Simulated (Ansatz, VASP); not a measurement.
**WC in VASP and in Ansatz**

```
W C
1.0
     0.00000    2.17286    2.17286
     2.17286    0.00000    2.17286
     2.17286    2.17286    0.00000
W C
1 1
Direct
  0.00000 0.00000 0.00000
  0.50000 0.50000 0.50000
```

Alike in both runs: functional PBEsol; k mesh 15 × 15 × 15; occupations fermi-dirac, width 0.1 eV; no spin polarisation.

Ansatz relaxed the structure, and its values are those at the end. VASP's run is a single point on that final structure, the one shown.

```csv
,VASP,Ansatz
version,VASP 6.6.1,Ansatz 0.2.0
potentials or method,"VASP PAW PBE potentials, release 64 (W_sv, C)","PAW with Ansatz's default frozen-core files, scalar-relativistic"
plane-wave cutoff (eV),520,420
valence electrons in the cell,18,18
```

Ansatz gave:

| Property | Result |
| --- | --- |
| pressure (GPa) | 0.0 |

Problem. Estimate VASP's values.

Solution. Pressure (GPa): 1.1.

VASP's potentials were made for PBE, not for PBEsol.

Neither program's run includes spin-orbit coupling.
